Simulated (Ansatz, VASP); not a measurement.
## One calculation of CdTe, two programs

File POSCAR:

```
CdTe
1.0
    0.0000000000      3.2050000000      3.3973000000
    3.2050000000      0.0000000000      3.3973000000
    3.2050000000      3.2050000000      0.0000000000
Cd Te
1 1
Direct
    0.0000000000      0.0000000000      0.0000000000
    0.7500000000      0.7500000000      0.7500000000
```

The input INCAR.step1:

```
ALGO = Normal
EDIFF = 1E-4
ENCUT = 520
GGA = PE
ISMEAR = 0
LASPH = True
LCHARG = False
LREAL = False
LWAVE = True
NBANDS = 16
NELM = 100
PREC = Accurate
SIGMA = 0.05
```

File INCAR.step2:

```
ALGO = Normal
EDIFF = 1E-6
ENCUT = 520
ISIF = 2
ISMEAR = 0
ISTART = 1
LASPH = True
LCHARG = False
LMIXTAU = True
LREAL = False
LWAVE = False
METAGGA = R2SCAN
NBANDS = 16
NELM = 100
PREC = Accurate
SIGMA = 0.05
```

The input KPOINTS:

```
k-points
0
Gamma
  8 8 8
```

Input for Ansatz:

```yaml
crystal:
  lattice:
    - [0.0, 3.205, 3.3973]
    - [3.205, 0.0, 3.3973]
    - [3.205, 3.205, 0.0]
  atoms:
    - { symbol: Cd, position: [0.0, 0.0, 0.0] }
    - { symbol: Te, position: [0.75, 0.75, 0.75] }
basis:
  ecutwfc: 500
kpoints:
  mp_grid: { grid: [8, 8, 8] }
hamiltonian:
  xc: r2scan
scf:
  occupations: { method: gaussian, width: 0.05 }
output:
  forces: true
  stress: true
  eigenvalues: true
```

Change from the starting cell: strain +0.0600 x Voigt [0, 0, 1, 0, 0, 0], atoms carried along.

Alike in both runs: task single point; functional r2SCAN; k mesh 8 × 8 × 8; occupations gaussian, width 0.05 eV; no spin polarisation.

|  | VASP | Ansatz |
| --- | --- | --- |
| version | VASP 6.6.1 | Ansatz 0.2.0 |
| potentials or method | VASP PAW PBE potentials, release 64 (Cd, Te), cutoff 520 eV | scalar-relativistic, plane waves, PAW |
| valence electrons in the cell | 18 | 36 |

|  | VASP | Ansatz | Ansatz less VASP |
| --- | --- | --- | --- |
| gap on the k mesh at the Fermi level (eV) | 1.11 | 1.11 | +0.007 |
| least direct gap on the mesh (eV) | 1.11 | 1.11 | +0.007 |
| pressure (GPa) | 0.5 | 0.4 | -0.12 |
| traceless stress, the component that is largest in VASP (GPa) | -0.73 | -0.73 | +0.001 |

VASP's potentials were made for PBE, not for r2SCAN. VASP's potentials hold 18 valence electrons a cell and Ansatz's 36, so a difference there can come from the potentials and not from the codes.

Spin-orbit coupling is off throughout.
